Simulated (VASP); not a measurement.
# Te (P3_121) in VASP: notebook, part 2 of 2

VASP 6.6.1.

### Step 4. Single point, r2SCAN

Contents of POSCAR:

```
Te
1.0
    4.6324895870      0.0000000000      0.0000000000
   -2.3162447935      4.0118536651      0.0000000000
    0.0000000000      0.0000000000      5.8869033494
Te
3
Direct
    0.2535874851      0.0000000000      0.3333333333
    1.0000000000      0.2535874851      0.6666666667
    0.7464125149      0.7464125149      0.0000000000
```

Contents of INCAR.step1:

```
  PREC = Accurate
  ENCUT = 550
  ISMEAR = 1
  SIGMA = 0.01
  LREAL = F
  LASPH = T
  NELM = 120
  NBANDS = 16
  GGA = PE
  ALGO = Normal
  EDIFF = 1E-5
  LWAVE = T
  LCHARG = F
  GGA_COMPAT = F
```

Contents of INCAR.step2:

```
  PREC = Accurate
  ENCUT = 550
  EDIFF = 1E-6
  ISMEAR = 1
  SIGMA = 0.01
  LREAL = F
  LASPH = T
  NELM = 120
  ALGO = Normal
  ISIF = 2
  LWAVE = F
  LCHARG = F
  METAGGA = R2SCAN
  LMIXTAU = T
  NBANDS = 16
  ISTART = 1
  GGA_COMPAT = F
```

Contents of KPOINTS:

```
Automatic mesh
0
Gamma
  8 8 6
```

Potentials or basis: VASP PAW PBE potentials, release 64 (Te).

Launch:

```console
$ cat potpaw_PBE.64/Te/POTCAR > POTCAR
$ cp INCAR.step1 INCAR
$ mpirun -np 1 vasp_std > vasp.out
$ cp INCAR.step2 INCAR
$ mpirun -np 1 vasp_std > vasp.out
```

OUTCAR:

```text
PREC = Accurate
   ENCUT = 550
   EDIFF = 1E-6
   ISMEAR = 1
   LREAL = F
   LASPH = T
   NELM = 120
   ISIF = 2
   METAGGA = R2SCAN
   ISTART = 1

 ion  position               nearest neighbor table
   1  0.254  0.000  0.333-   3 2.83   2 2.83   3 3.62   3 3.62   2 3.62   2 3.62
   2  0.000  0.254  0.667-   3 2.83   1 2.83   3 3.62   3 3.62   1 3.62   1 3.62
   3  0.746  0.746  0.000-   2 2.83   1 2.83   1 3.62   2 3.62   2 3.62   1 3.62

  LATTYP: Found a hexagonal cell.
[... 654 lines left out ...]

  FORCE on cell =-STRESS in cart. coord.  units (eV):
  Direction    XX          YY          ZZ          XY          YZ          ZX
  --------------------------------------------------------------------------------------
  -------------------------------------------------------------------------------------
  Total       -0.0129400     -0.0129400      0.0912361     -0.0000000      0.0000000      0.0000000
  in kB       -0.1894958     -0.1894958      1.3360754     -0.0000000      0.0000000      0.0000000
  external PRESSURE =       0.3190279 kB  Pullay stress =       0.0000000 kB

 VOLUME and BASIS-vectors are now :
 -----------------------------------------------------------------------------
  energy-cutoff  :      550.00
  volume of cell :      109.41
      direct lattice vectors                 reciprocal lattice vectors
     4.632489587  0.000000000  0.000000000     0.215866648  0.124630667  0.000000000
    -2.316244794  4.011853665  0.000000000     0.000000000  0.249261335  0.000000000
     0.000000000  0.000000000  5.886903349     0.000000000  0.000000000  0.169868595

 POSITION                                       TOTAL-FORCE (eV/Angst)
 -----------------------------------------------------------------------------------
      1.17474      0.00000      1.96230         0.019327     -0.000000      0.000000
     -0.58737      1.01736      3.92460        -0.009663      0.016738      0.000000
      1.72887      2.99450      0.00000        -0.009663     -0.016738      0.000000
 -----------------------------------------------------------------------------------
    total drift:                               -0.000000     -0.000000      0.000000

  FREE ENERGIE OF THE ION-ELECTRON SYSTEM (eV)
  ---------------------------------------------------
  free  energy   TOTEN  =       -76.2468394929 eV

  energy  without entropy=      -76.2468485521  energy(sigma->0) =      -76.24684251
```

OSZICAR.step1:

```text
N       E                     dE             d eps       ncg     rms          rms(c)
DAV:   1     0.737239504822E+02    0.73724E+02   -0.66255E+03  1600   0.933E+02
DAV:   2    -0.456712755596E+01   -0.78291E+02   -0.74370E+02  2112   0.134E+02
DAV:   3    -0.934500355838E+01   -0.47779E+01   -0.47573E+01  1944   0.375E+01
DAV:   4    -0.943590416328E+01   -0.90901E-01   -0.90890E-01  2528   0.589E+00
DAV:   5    -0.943711696511E+01   -0.12128E-02   -0.12128E-02  2048   0.590E-01    0.114E+01
DAV:   6    -0.941409994028E+01    0.23017E-01   -0.21311E-02  2200   0.855E-01    0.730E+00
DAV:   7    -0.940957922799E+01    0.45207E-02   -0.48841E-02  1832   0.130E+00    0.326E-01
DAV:   8    -0.940859538492E+01    0.98384E-03   -0.87825E-03  1872   0.510E-01    0.176E-01
DAV:   9    -0.940863526561E+01   -0.39881E-04   -0.26106E-04  2384   0.101E-01    0.117E-01
DAV:  10    -0.940869318674E+01   -0.57921E-04   -0.65623E-05  2000   0.504E-02    0.161E-02
DAV:  11    -0.940868834927E+01    0.48375E-05   -0.17568E-05  1688   0.257E-02
   1 F= -.94086883E+01 E0= -.94086914E+01  d E =0.905923E-05
```

Run time: 8.5 min. Hardware: 1 thread of Intel Xeon 8259CL, shared host; peak memory 0.29 GiB.

What came out:

```yaml
Free_energy: -76.2468 eV
Pressure: 0.0 GPa
Largest_force: 0.019 eV/Å
Band_gap_on_the_k_mesh: 0.78 eV
```

Forces in eV/Å, atoms in the order of the input:
```
Te   0.019  0.000  0.000
Te  -0.010  0.017  0.000
Te  -0.010 -0.017  0.000
```

Caveat: the PAW data sets were made with another functional, which shifts forces and pressure a little; spin-orbit coupling is left out, which moves the levels of the heavy elements. A k mesh can miss the band edges.

### Step 5. Single point, r2SCAN

POSCAR is that of step 4.

Contents of INCAR.step1:

```
  PREC = Accurate
  ENCUT = 550
  ISMEAR = 1
  SIGMA = 0.03
  LREAL = False
  LASPH = True
  NELM = 120
  NBANDS = 16
  GGA = PE
  ALGO = Normal
  EDIFF = 1E-5
  LWAVE = True
  LCHARG = False
  GGA_COMPAT = False
```

Contents of INCAR.step2:

```
  PREC = Accurate
  ENCUT = 550
  EDIFF = 1E-6
  ISMEAR = 1
  SIGMA = 0.03
  LREAL = False
  LASPH = True
  NELM = 120
  ALGO = Normal
  ISIF = 2
  LWAVE = False
  LCHARG = False
  METAGGA = R2SCAN
  LMIXTAU = True
  NBANDS = 16
  ISTART = 1
  GGA_COMPAT = False
```

KPOINTS is that of step 4.

Launch:

```console
$ cat potpaw_PBE.64/Te/POTCAR > POTCAR
$ cp INCAR.step1 INCAR
$ mpirun -np 1 vasp_std > vasp.out
$ cp INCAR.step2 INCAR
$ mpirun -np 1 vasp_std > vasp.out
```

It took 8.8 min on 1 thread of Intel Xeon 8259CL, shared host; peak memory 0.29 GiB.

The run converged. Its results:

```
Free energy            : -76.2468 eV
Pressure               : 0.0 GPa
Largest force          : 0.019 eV/Å
Band gap on the k mesh : 0.78 eV
```

Forces on the atoms (eV/Å):
```
Te   0.019  0.000  0.000
Te  -0.010  0.017  0.000
Te  -0.010 -0.017  0.000
```

Stress tensor (GPa, compression positive):
```
-0.02  0.00  0.00
 0.00 -0.02  0.00
 0.00  0.00  0.13
```

Levels at points of the mesh, in eV from the valence-band top:
| k point | band 7 | band 8 | band 9 | band 10 | band 11 | band 12 |
| --- | --- | --- | --- | --- | --- | --- |
| (0.00, 0.00, 0.00) | -1.69 | -1.69 | -0.66 | 1.24 | 1.24 | 1.74 |
| (0.50, 0.00, 0.00) | -3.12 | -1.25 | -0.92 | 1.29 | 1.45 | 3.76 |
| (0.00, 0.00, 0.50) | -1.36 | -1.23 | -1.23 | 0.78 | 0.87 | 0.87 |
| (0.50, 0.00, 0.50) | -2.18 | -1.80 | -0.10 | 1.18 | 2.16 | 2.62 |

Caveat: the PAW data sets were made with another functional, which shifts forces and pressure a little; spin-orbit coupling is left out, which moves the levels of the heavy elements.

### Step 6. Single point, r2SCAN

POSCAR is that of step 5.

Contents of INCAR.step1:

```
ALGO     = Normal         # electronic algorithm
EDIFF    = 1E-5           # SCF threshold, eV
ENCUT    = 550            # plane-wave cutoff, eV
GGA      = PE             # functional
GGA_COMPAT= False        
ISMEAR   = 1              # smearing method
LASPH    = True           # aspherical terms in the spheres
LCHARG   = False          # write CHGCAR
LREAL    = False          # projectors in reciprocal space
LWAVE    = True           # write WAVECAR
NBANDS   = 16             # bands
NELM     = 120            # most SCF steps
PREC     = Accurate       # precision mode
SIGMA    = 0.1            # smearing width, eV
```

Contents of INCAR.step2:

```
ALGO     = Normal         # electronic algorithm
EDIFF    = 1E-6           # SCF threshold, eV
ENCUT    = 550            # plane-wave cutoff, eV
GGA_COMPAT= False        
ISIF     = 2              # what is computed and relaxed
ISMEAR   = 1              # smearing method
ISTART   = 1            
LASPH    = True           # aspherical terms in the spheres
LCHARG   = False          # write CHGCAR
LMIXTAU  = True         
LREAL    = False          # projectors in reciprocal space
LWAVE    = False          # write WAVECAR
METAGGA  = R2SCAN         # meta-GGA
NBANDS   = 16             # bands
NELM     = 120            # most SCF steps
PREC     = Accurate       # precision mode
SIGMA    = 0.1            # smearing width, eV
```

Contents of KPOINTS:

```
k-points
0
Gamma
  8 8 6
```

Potentials or basis: VASP PAW PBE potentials, release 64 (Te).

Launch:

```console
$ cat potpaw_PBE.64/Te/POTCAR > POTCAR
$ cp INCAR.step1 INCAR
$ mpirun -np 1 vasp_std > vasp.out
$ cp INCAR.step2 INCAR
$ mpirun -np 1 vasp_std > vasp.out
```

Wall time 6.8 min (1 thread of Intel Xeon 8259CL, shared host); peak memory 0.29 GiB.

It converged, with:

| Property | Result |
| --- | --- |
| Free energy | -76.2468 eV |
| Pressure | 0.0 GPa |
| Largest force | 0.019 eV/Å |
| Band gap on the k mesh | 0.78 eV |

Forces on the atoms (eV/Å):
```
Te   0.019  0.000  0.000
Te  -0.010  0.017  0.000
Te  -0.010 -0.017  0.000
```

Stress tensor (GPa, compression positive):
```
-0.02  0.00  0.00
 0.00 -0.02  0.00
 0.00  0.00  0.13
```

Levels at points of the mesh, in eV from the valence-band top:
```csv
k point,band 5,band 6,band 7,band 8,band 9,band 10,band 11,band 12,band 13,band 14
"(0.00, 0.00, 0.00)",-3.01,-3.01,-1.69,-1.69,-0.66,1.24,1.24,1.74,5.43,5.43
"(0.50, 0.00, 0.00)",-4.34,-3.41,-3.12,-1.25,-0.92,1.29,1.45,3.76,3.84,7.37
"(0.00, 0.00, 0.50)",-2.79,-2.79,-1.36,-1.23,-1.23,0.78,0.87,0.87,4.77,5.84
"(0.50, 0.00, 0.50)",-3.81,-3.68,-2.18,-1.80,-0.10,1.18,2.16,2.62,5.14,6.13
```

Caveat: the PAW data sets were made with another functional, which shifts forces and pressure a little; spin-orbit coupling is left out, which moves the levels of the heavy elements.

### Step 7. Overview

| smearing | gap on the mesh (eV) | pressure (GPa) | largest force (eV/Å) |
| --- | --- | --- | --- |
| gaussian 0.6 eV | 0.78 | 0.1 | 0.06 |
| gaussian 1 eV | 0.78 | 0.5 | 0.20 |
| methfessel-paxton 0.01 eV | 0.78 | 0.0 | 0.02 |
| methfessel-paxton 0.03 eV | 0.78 | 0.0 | 0.02 |
| methfessel-paxton 0.1 eV | 0.78 | 0.0 | 0.02 |

Alike in all rows: task single point; level r2SCAN; potentials or basis VASP PAW PBE potentials, release 64 (Te); no spin polarisation; cell as given; k mesh 8 × 8 × 6; cutoff (eV) 550.

Caveats: the PAW data sets were made with another functional, which shifts forces and pressure a little; spin-orbit coupling is left out, which moves the levels of the heavy elements.

Total energies depend on the potentials used, so only differences within one code and one set of settings carry meaning.
